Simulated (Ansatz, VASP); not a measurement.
## One calculation of Al4Si2HO9F3, two programs

```
Al Si H O F
1.0
     8.49101    0.00000    0.00000
     0.00000    4.72165    0.00000
    -0.00386    0.00000    8.92861
Al Si H O F
8 4 2 18 6
Cartesian
  4.9465 0.4609 7.8713
  7.7900 0.4546 7.8655
  7.8150 1.9007 3.4168
  4.9484 1.9138 3.3853
  3.5406 2.8218 1.0573
  0.6972 2.8155 1.0631
  0.6722 4.2615 5.5118
  3.5387 4.2746 5.5433
  2.1287 0.4745 2.7392
  2.1250 1.8760 7.2381
  6.3585 2.8353 6.1894
  6.3621 4.2368 1.6905
  1.4157 2.3222 4.4378
  7.0715 4.6830 4.4908
  2.1386 0.2453 4.3976
  7.9235 0.4239 4.4904
  6.3462 0.9533 2.5199
  0.8031 0.9696 6.8120
  3.4623 0.9884 6.8001
  0.8004 1.3561 2.2879
  3.4636 1.3737 2.3226
  6.3570 1.3911 6.9862
  2.1237 2.1875 8.8690
  6.3486 2.6061 4.5310
  0.5636 2.7847 4.4382
  2.1409 3.3142 6.4087
  5.0249 3.3492 2.1285
  7.6841 3.3304 2.1166
  5.0235 3.7345 6.6061
  7.6867 3.7169 6.6407
  2.1301 3.7519 1.9424
  6.3635 4.5484 0.0596
  4.7387 0.4673 4.4878
  4.7195 1.9180 0.0038
  8.0161 1.9078 8.9256
  3.7484 2.8281 4.4408
  0.4710 4.2686 0.0030
  3.7676 4.2788 8.9248
```

Alike in both runs: task electric field gradients; functional LDA; k mesh 3 × 5 × 3; occupations fermi-dirac, width 0.02 eV; no spin polarisation.

|  | VASP | Ansatz |
| --- | --- | --- |
| version | VASP 6.6.1 | Ansatz 0.2.0 |
| potentials or method | VASP PAW LDA potentials, release 64 (Al, Si, H_h, O_h, F_h) | plane-wave PAW, scalar-relativistic |
| plane-wave cutoff (eV) | 910 | 420 |
| valence electrons in the cell | 192 | 192 |

VASP gave:

| Item | Value |
| --- | --- |
| gap on the k mesh at the Fermi level (eV) | 5.21 |
| rms of the force components (eV/Å) | 0.125 |
| size of Vzz on the site where it differs most (V/Å²) | 74.4 |

Task: Which values does Ansatz return?

Result: gap on the k mesh at the Fermi level (eV): 5.20; rms of the force components (eV/Å): 0.125; size of Vzz on the site where it differs most (V/Å²): 76.6.

LDA's correlation is that of Perdew and Zunger in VASP and of Perdew and Wang (1992) in Ansatz. Atom by atom the forces differ by 0.018 eV/Å (rms over components).

Noted on VASP's run: the cutoff is under 1.25 times that of the potentials, so the pressure is a little rough.
